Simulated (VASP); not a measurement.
# C in VASP: a series of runs

C is run at these levels: PBE+D3(BJ); tasks: single point.

Program: VASP 6.6.1. These are calculated values, not measurements. Logs are shortened: lines on timing, memory, paths and dates and some standing lists are left out, and cuts for length are marked.

## Step 1: The cell of the first run

The cell holds layers a few Å apart, 18 atoms: a = 7.398 Å, b = 7.398 Å, c = 13.000 Å, α = 90.00°, β = 90.00°, γ = 120.00°.

## Step 2: Single point, PBE+D3(BJ)

INCAR

```
SYSTEM = C
ALGO = Normal
EDIFF = 1E-6
ENCUT = 520
GGA = PE
ISIF = 2
ISMEAR = -1
IVDW = 12
LASPH = .True.
LCHARG = .True.
LELF = .True.
LREAL = Auto
LVHAR = .True.
LWAVE = .False.
NBANDS = 51
NELM = 60
PREC = Accurate
SIGMA = 0.05
```

KPOINTS

```
k-points
0
Gamma
  2 2 1
  0 0 0
```

POSCAR

```
C
1.0
    7.3980000000      0.0000000000      0.0000000000
   -3.6990000000      6.4068560000      0.0000000000
    0.0000000000      0.0000000000     13.0000000000
C
18
Direct
   -2.2919064060     -0.8124421713      0.1735230769
    2.5404228942      1.0759255398      0.0272153846
   -0.0514510484      0.3104798984      0.0144538462
   -4.5028892242     -2.8968030497      0.2248923077
    0.1006247134      0.8496679182      0.0784692308
    0.2121340790      0.7232408532      0.1102230769
    0.3095724463      0.0076012322      0.0229384615
    0.6076683036     -0.4710110544      0.6755230769
    4.7214199927      3.6044512316     -0.2663538462
    0.1895592409      0.0497591955     -0.1511692308
    0.4077308718      1.9156509839      0.0885615385
    2.2918479224      2.0048366937     -1.2287692308
    1.0687541481     -0.2680878109      0.1067384615
    0.1622584431      0.0279232123      0.5030230769
    0.7575710621      0.2118980043      0.0600461538
   -0.9125085674     -0.6464012926      0.6687153846
    1.3368912886      0.9761886329      0.2902153846
    1.1055576327      0.4243891232     -0.0351076923
```

Potentials or basis: VASP PAW PBE potentials, release 64 (C).

Started as:

```sh
$ cat potpaw_PBE.64/C/POTCAR > POTCAR
$ mpirun -np 1 vasp_std > vasp.out
```

OUTCAR:

```text
SYSTEM = C
   EDIFF = 1E-6
   ENCUT = 520
   GGA = PE
   ISIF = 2
   ISMEAR = -1
   IVDW = 12
   LASPH = .True.
   LREAL = Auto
   NELM = 60
   PREC = Accurate
 IVDW          = 12

 ion  position               nearest neighbor table
   1  0.708  0.188  0.174-  15 1.51   4 1.52
   2  0.540  0.076  0.027-  11 1.36  15 1.47   7 1.52
   3  0.949  0.310  0.014-  18 1.22  15 1.36
   4  0.497  0.103  0.225-  17 1.38   1 1.52
   5  0.101  0.850  0.078-  13 0.86   7 1.57   6 1.58
   6  0.212  0.723  0.110-  13 1.10  11 1.46   5 1.58
   7  0.310  0.008  0.023-  11 1.49   2 1.52   5 1.57
   8  0.608  0.529  0.676-   9 1.06
   9  0.721  0.604  0.734-   8 1.06
  10  0.190  0.050  0.849-  12 1.40
  11  0.408  0.916  0.089-   2 1.36   6 1.46   7 1.49
  12  0.292  0.005  0.771-  10 1.40
  13  0.069  0.732  0.107-   5 0.86   6 1.10
  14  0.162  0.028  0.503-
  15  0.758  0.212  0.060-   3 1.36   2 1.47   1 1.51
  16  0.087  0.354  0.669-
  17  0.337  0.976  0.290-   4 1.38
  18  0.106  0.424  0.965-   3 1.22

 -----------------------------------------------------------------------------
|                                                                             |
|           W    W    AA    RRRRR   N    N  II  N    N   GGGG   !!!           |
|           W    W   A  A   R    R  NN   N  II  NN   N  G    G  !!!           |
|           W    W  A    A  R    R  N N  N  II  N N  N  G       !!!           |
|           W WW W  AAAAAA  RRRRR   N  N N  II  N  N N  G  GGG   !            |
|           WW  WW  A    A  R   R   N   NN  II  N   NN  G    G                |
|           W    W  A    A  R    R  N    N  II  N    N   GGGG   !!!           |
|                                                                             |
|     The distance between some ions is very small. Please check the          |
|     nearest-neighbor list in the OUTCAR file.                               |
|     I HOPE YOU KNOW WHAT YOU ARE DOING!                                     |
|                                                                             |
 -----------------------------------------------------------------------------

  LATTYP: Found a hexagonal cell.
 ALAT       =     7.3980000000
 C/A-ratio  =     1.7572316842

  Lattice vectors:

 A1 = (   7.3980000000,   0.0000000000,   0.0000000000)
 A2 = (  -3.6990000000,   6.4068560000,   0.0000000000)
 A3 = (   0.0000000000,   0.0000000000,  13.0000000000)

Analysis of symmetry for initial positions (statically):
=====================================================================
 Subroutine PRICEL returns:
 Original cell was already a primitive cell.

[... 141 lines left out ...]
   TEBEG  =    0.0;   TEEND  =   0.0 temperature during run
   PSTRESS=    0.0 pullay stress
   NELECT =      72.0000    total number of electrons
   NUPDOWN=      -1.0000    fix difference up-down
   EMIN   =  10.00;   EMAX   =-10.00  energy-range for DOS
   EFERMI =   0.00;   METHOD = LEGACY
   ISMEAR =    -1;   SIGMA  =   0.05  broadening in eV -4-tet -1-fermi 0-gaus
   EFERMI_NEDOS =   21; number of points for ismear=-14 and -15
   IALGO  =     38    algorithm
   IMIX   =      4    mixing-type and parameters
     AMIX     =   0.40;   BMIX     =  1.00
     AMIX_MAG =   1.60;   BMIX_MAG =  1.00
  volume/ion in A,a.u.               =      34.23       231.01
  Fermi-wavevector in a.u.,A,eV,Ry     =   0.800359  1.512459  8.715544  0.640574
  Thomas-Fermi vector in A             =   1.907639
   LORBIT       =      0    0 simple, 1 ext, 2 COOP (PROOUT), +10 PAW based schemes
   GGA     = PE    functional components
   LHFCALC =     F    Hartree Fock is set to
   AEXX    =    0.0000 exact exchange contribution
   IVDW    =    12    specifies the selected vdW correction
   LEPSILON=     F    determine dielectric tensor
   LRPA    =     F    only Hartree local field effects (RPA)
 non-spin polarized calculation
  energy-cutoff  :      520.00
  volume of cell :      616.17
 maximum number of plane-waves:     16651
 NGX is ok and might be reduce to    56
   NGX = 27   NGY = 27   NGZ = 49

 number of electron      72.0000001 magnetization

 Free energy of the ion-electron system (eV)
  ---------------------------------------------------
  ext. energy  EPLUGINS =         0.00000000
  ---------------------------------------------------
  free energy    TOTEN  =       -81.30173595 eV

  energy without entropy =      -81.08591137  energy(sigma->0) =      -81.19382366

 E-fermi :  -3.8718     XC(G=0):  -4.8996

 val. band max:       -3.8885614160   @ k =   0.0000   0.5000   0.0000
 cond. band min:      -3.8645532322   @ k =   0.5000   0.5000   0.0000
 fundamental gap:      0.0240081839
 Fermi energy:        -3.8718089527

 k-point     1 :       0.0000    0.0000    0.0000
  band No.  band energies     occupation
      1     -26.2100      2.00000
      2     -22.3533      2.00000
      3     -19.3170      2.00000
      4     -17.4784      2.00000
      5     -17.0717      2.00000
      6     -16.4684      2.00000
[... 193 lines left out ...]
     47      -1.1975      0.00000
     48      -0.5347      0.00000
 [bands above 48 left out]

------------------------ aborting loop because EDIFF is reached ----------------------------------------

 Edisp (eV)   -1.09011

 E8    (eV) :    -0.3186

  FORCE on cell =-STRESS in cart. coord.  units (eV):
  Direction    XX          YY          ZZ          XY          YZ          ZX
  --------------------------------------------------------------------------------------
  -------------------------------------------------------------------------------------
  Total      30.18528    72.85957    15.67527   -12.98131   -23.14981    30.54039
  in kB      78.48797   189.44997    40.75896   -33.75408   -60.19431    79.41134
  external pressure =      102.90 kB  Pullay stress =        0.00 kB

 VOLUME and BASIS-vectors are now :
 -----------------------------------------------------------------------------
  energy-cutoff  :      520.00
  volume of cell :      616.17
      direct lattice vectors                 reciprocal lattice vectors
     7.398000000  0.000000000  0.000000000     0.135171668  0.078041398  0.000000000
    -3.699000000  6.406856000  0.000000000     0.000000000  0.156082796  0.000000000
     0.000000000  0.000000000 13.000000000     0.000000000  0.000000000  0.076923077

 POSITION                                       TOTAL-FORCE (eV/Angst)
 -----------------------------------------------------------------------------------
      4.54470      1.20166      2.25580        -2.859110     -0.105892      0.311516
      3.71720      0.48644      0.35380        -0.549073      0.028039     -0.593401
      5.86890      1.98920      0.18790        -2.848763     -1.871090      1.682423
      3.29590      0.66117      2.92360         2.851623     -0.664261      0.880345
     -2.39850      5.44370      1.02010       -24.831930     95.653223    -49.257054
     -1.10590      4.63370      1.43290        28.736143      0.795882     -0.714578
[... 10 lines left out ...]
     -1.11860      6.25430      3.77280         2.058536      2.691269     -2.288531
     -0.78890      2.71900     12.54360         2.775059      2.549424     -1.654144
 -----------------------------------------------------------------------------------
    total drift:                               -0.003887     -0.001260      0.004203

  FREE ENERGIE OF THE ION-ELECTRON SYSTEM (eV)
  ---------------------------------------------------
  free  energy   TOTEN  =       -82.3918469497 eV

  energy  without entropy=      -82.1760223736  energy(sigma->0) =      -82.28393466
```

OSZICAR:

```text
N       E                     dE             d eps       ncg     rms          rms(c)
DAV:   1     0.520055044761E+03    0.52006E+03   -0.27684E+04   408   0.109E+03
DAV:   2    -0.205140486524E+02   -0.54057E+03   -0.52004E+03   568   0.245E+02
DAV:   3    -0.111869509866E+03   -0.91355E+02   -0.89784E+02   480   0.104E+02
[... 17 lines left out ...]
DAV:  21    -0.813017575634E+02   -0.35259E-04   -0.15432E-04   466   0.478E-02    0.557E-02
DAV:  22    -0.813017621178E+02   -0.45544E-05   -0.51004E-04   490   0.309E-02    0.708E-02
DAV:  23    -0.813017369794E+02    0.25138E-04   -0.13955E-04   472   0.154E-02    0.933E-03
DAV:  24    -0.813017355147E+02    0.14646E-05   -0.96420E-06   381   0.111E-02    0.560E-03
DAV:  25    -0.813017359497E+02   -0.43500E-06   -0.35090E-06   320   0.559E-03
   1 F= -.82391847E+02 E0= -.82283935E+02  d E =-.215825E+00
```

stdout:

```text
POSCAR found type information on POSCAR C
 POSCAR found :  1 types and      18 ions
 scaLAPACK will be used
 LDA part: xc-table for (Slater+PW92), standard interpolation
 -----------------------------------------------------------------------------
|                                                                             |
|           W    W    AA    RRRRR   N    N  II  N    N   GGGG   !!!           |
|           W    W   A  A   R    R  NN   N  II  NN   N  G    G  !!!           |
|           W    W  A    A  R    R  N N  N  II  N N  N  G       !!!           |
|           W WW W  AAAAAA  RRRRR   N  N N  II  N  N N  G  GGG   !            |
|           WW  WW  A    A  R   R   N   NN  II  N   NN  G    G                |
|           W    W  A    A  R    R  N    N  II  N    N   GGGG   !!!           |
|                                                                             |
|     The distance between some ions is very small. Please check the          |
|     nearest-neighbor list in the OUTCAR file.                               |
|     I HOPE YOU KNOW WHAT YOU ARE DOING!                                     |
|                                                                             |
 -----------------------------------------------------------------------------

 POSCAR, INCAR and KPOINTS ok, starting setup
 FFT: planning ... GRIDC
 FFT: planning ... GRID_SOFT
 FFT: planning ... GRID
 WAVECAR not read
 entering main loop
```

It took 7.9 min on 1 thread of Intel Xeon 8259CL, shared host; peak memory 0.6 GiB.

Results:

| Quantity | Value |
| --- | --- |
| Free energy | -82.3918 eV |
| Largest force | 110.419 eV/Å |
| Dispersion energy per atom | -0.061 eV |

Forces on the atoms (eV/Å):
```
C    -2.859  -0.106   0.312
C    -0.549   0.028  -0.593
C    -2.849  -1.871   1.682
C     2.852  -0.664   0.880
C   -24.832  95.653 -49.257
C    28.736   0.796  -0.715
C     0.453   0.662  -0.061
C   -15.610 -13.286 -20.219
C    15.347  13.201  20.203
C     2.918  -0.954  -2.187
C    -0.812  -4.085  -0.433
C    -3.095   0.850   2.506
C    -4.282 -94.689  47.879
C    -0.050   0.372   0.466
C    -1.316  -0.699   3.541
C     1.115  -0.447  -0.063
C     2.059   2.691  -2.289
C     2.775   2.549  -1.654
```

Caveat: the k points lie up to 0.49 Å⁻¹ apart; atoms lie so close that the PAW spheres overlap strongly, which falsifies energies and pressures; the atoms stand as in a frame of molecular dynamics.

## Step 3: Single point, PBE+D3(BJ)

Edit INCAR of step 2 so:

```diff
@@ -9,6 +9,4 @@
 LASPH = .True.
-LCHARG = .True.
-LELF = .True.
+LCHARG = .False.
 LREAL = Auto
-LVHAR = .True.
 LWAVE = .False.
```

KPOINTS is that of step 2.

POSCAR

```
C
1.0
    7.3980000000      0.0000000000      0.0000000000
   -3.6990000000      6.4068560000      0.0000000000
    0.0000000000      0.0000000000     13.0000000000
C
18
Direct
   -2.8664724698     -1.1824988731     -0.9018769231
    2.5454465139      1.1220636144     -0.0417538462
   -1.4664043931     -0.0414868073     -0.0246846154
   -4.6951587111     -2.4843698688      2.0227846154
    0.0548652798      1.7443345067     -0.1326923077
    0.6146245847      0.9908604158      0.1463307692
    1.1156961812      0.5231739249     -1.0619461538
    0.1790322297     -0.7814597363      0.9309461538
    5.0962533991      3.8300845220     -0.2987307692
    0.2274839117     -0.0776355829      0.1747846154
    0.3531478868      1.8014295935      0.2320923077
    2.4039956234      1.7039090624     -1.2531307692
    0.4671297458     -1.1850430227      0.1692384615
    0.3285887352      0.5113272407      0.5987307692
    0.7115820822      0.3132425639      0.0231615385
   -0.6665713881     -0.7725318003      0.8693000000
    0.6543781347      0.3291942257      0.1286923077
    2.9956560549      0.7427043779     -0.2181076923
```

Potentials or basis: VASP PAW PBE potentials, release 64 (C).

Started as:

```sh
$ cat potpaw_PBE.64/C/POTCAR > POTCAR
$ mpirun -np 1 vasp_std > vasp.out
```

It took 8.9 min on 1 thread of Intel Xeon 8259CL, shared host; peak memory 0.6 GiB.

The run converged. Its results:

| Item | Value |
| --- | --- |
| Free energy | -96.9907 eV |
| Largest force | 17.134 eV/Å |
| Dispersion energy per atom | -0.079 eV |

Forces in eV/Å, atoms in the order of the input:
```
C    -1.424  -1.787  -2.811
C    -3.098  11.939  -0.016
C     4.006  -7.942   2.093
C    -3.590  -1.224  -4.265
C     4.650  -1.261  10.164
C     3.136   4.571  -2.466
C     2.322   0.350   1.817
C     2.189   2.824  -0.840
C     1.127   1.216  -2.821
C     1.986  -0.535   4.614
C   -14.654   0.859   8.839
C    -0.115  -2.157  -2.957
C    10.733  -3.432  -8.586
C    -0.296   2.047   3.402
C    -2.977  -3.002   1.477
C    -1.922  -0.416   2.585
C     2.020  -0.689  -4.049
C    -4.095  -1.362  -6.182
```

Levels at points of the mesh, in eV from the Fermi level:
| k point | band 32 | band 33 | band 34 | band 35 | band 36 | band 37 | band 38 | band 39 | band 40 | band 41 |
| --- | --- | --- | --- | --- | --- | --- | --- | --- | --- | --- |
| (0.00, 0.00, 0.00) | -0.54 | -0.48 | -0.33 | -0.12 | -0.01 | 0.03 | 0.06 | 0.30 | 0.38 | 1.09 |
| (0.50, 0.00, 0.00) | -0.69 | -0.51 | -0.26 | -0.11 | -0.05 | 0.03 | 0.06 | 0.30 | 0.50 | 1.05 |
| (0.00, 0.50, 0.00) | -0.59 | -0.52 | -0.38 | -0.11 | -0.02 | 0.02 | 0.14 | 0.26 | 0.38 | 1.08 |
| (0.50, 0.50, 0.00) | -0.55 | -0.50 | -0.39 | -0.09 | 0.00 | 0.03 | 0.22 | 0.26 | 0.31 | 1.06 |

Caveat: the k points lie up to 0.49 Å⁻¹ apart; the atoms stand as in a frame of molecular dynamics.

## Step 4: Single point, PBE+D3(BJ)

INCAR

```
PREC = Accurate
ENCUT = 520
EDIFF = 1E-7
ISMEAR = -1
SIGMA = 0.05
LREAL = Auto
LASPH = True
NELM = 80
ALGO = Normal
ISIF = 2
LWAVE = False
LCHARG = True
GGA = PE
IVDW = 12
LELF = True
LVHAR = True
NBANDS = 51
```

KPOINTS

```
regular mesh
0
Gamma
  2 2 1
```

POSCAR

```
C
1.0
    7.3980000000      0.0000000000      0.0000000000
   -3.6990000000      6.4068560000      0.0000000000
    0.0000000000      0.0000000000     13.0000000000
C
18
Direct
   -3.0220597588     -1.6111646649     -0.8235923077
    1.8614444389      1.4476523274      1.1489384615
   -1.8895617661      0.5266077465      0.5754923077
   -5.1025949727     -2.9305481503      2.0943692308
   -0.1561030513      1.1704648895     -0.3914307692
    0.5189411749      1.0019266860      0.5461769231
   -0.1424897322     -0.1828978207     -2.0150846154
    0.2432890507     -0.6146384436      0.8445461538
    5.1074595485      3.8143513761     -0.3411615385
    0.0190543754      0.2483277289      0.1289307692
    0.5798061299      2.0959734385      0.3564769231
    5.5747106259      2.3811054907     -1.3250538462
    0.6466031082     -1.0664044892      0.0338923077
    0.1547060731     -0.0154053720      0.6451692308
    2.1082726942      4.9850503898     -1.5592230769
   -1.3049458898     -1.7992132178      0.5602076923
   -0.0534671084     -3.4105027489      1.2693538462
    2.9101871394      1.0465975823     -0.3848769231
```

Started as:

```sh
$ cat potpaw_PBE.64/C/POTCAR > POTCAR
$ mpirun -np 1 vasp_std > vasp.out
```

Run time: 11 min. Hardware: 1 thread of Intel Xeon 8259CL, shared host; peak memory 0.61 GiB.

The run converged. Its results:

| Quantity | Value |
| --- | --- |
| Free energy | -84.3359 eV |
| Largest force | 16.568 eV/Å |
| Dispersion energy per atom | -0.065 eV |

Forces on the atoms (eV/Å):
```
C     8.601  -3.190   1.371
C    -9.386   6.824   2.054
C    -1.163   1.328   1.502
C    -2.428  -4.350  -3.497
C    -0.659   2.612  -0.773
C     0.371   2.953  -1.742
C    -3.665   2.301   2.008
C     0.520  -0.103  -0.713
C     5.048 -15.765   0.683
C     0.107   0.583   1.470
C    -0.632  -0.152   2.074
C     0.109  -0.851  -0.627
C     6.682   0.614   0.652
C    -7.010  14.465  -3.209
C     0.890  -0.072   1.064
C    -2.932  -2.431   0.849
C    -0.021  -2.821  -3.933
C     5.567  -1.945   0.767
```

Levels at points of the mesh, in eV from the Fermi level:
| k point | band 32 | band 33 | band 34 | band 35 | band 36 | band 37 | band 38 | band 39 | band 40 | band 41 |
| --- | --- | --- | --- | --- | --- | --- | --- | --- | --- | --- |
| (0.00, 0.00, 0.00) | -0.38 | -0.22 | -0.17 | -0.03 | 0.01 | 0.05 | 0.06 | 0.15 | 0.17 | 0.24 |
| (0.50, 0.00, 0.00) | -0.42 | -0.19 | -0.14 | -0.10 | -0.04 | 0.07 | 0.11 | 0.15 | 0.18 | 0.24 |
| (0.00, 0.50, 0.00) | -0.49 | -0.35 | -0.16 | -0.08 | -0.03 | 0.01 | 0.07 | 0.12 | 0.17 | 0.26 |
| (0.50, 0.50, 0.00) | -0.38 | -0.31 | -0.22 | -0.09 | -0.07 | 0.01 | 0.10 | 0.17 | 0.22 | 0.23 |

Caveat: the k points lie up to 0.49 Å⁻¹ apart; the atoms stand as in a frame of molecular dynamics.

## Step 5: Summary

```tsv
cell	largest force (eV/Å)
as given, atomic positions A	110.42
as given, atomic positions B	17.13
as given, atomic positions C	16.57
```

Alike in all rows: task single point; level PBE+D3(BJ); potentials or basis VASP PAW PBE potentials, release 64 (C); no spin polarisation; k mesh 2 × 2 × 1; cutoff (eV) 520; smearing fermi-dirac 0.05 eV.

Caveats: all runs use coarse meshes; the atoms stand as in a frame of molecular dynamics; atoms lie so close that the PAW spheres overlap strongly, which falsifies energies and pressures (at least some runs).

Total energies depend on the potentials used, so only differences within one code and one set of settings carry meaning.
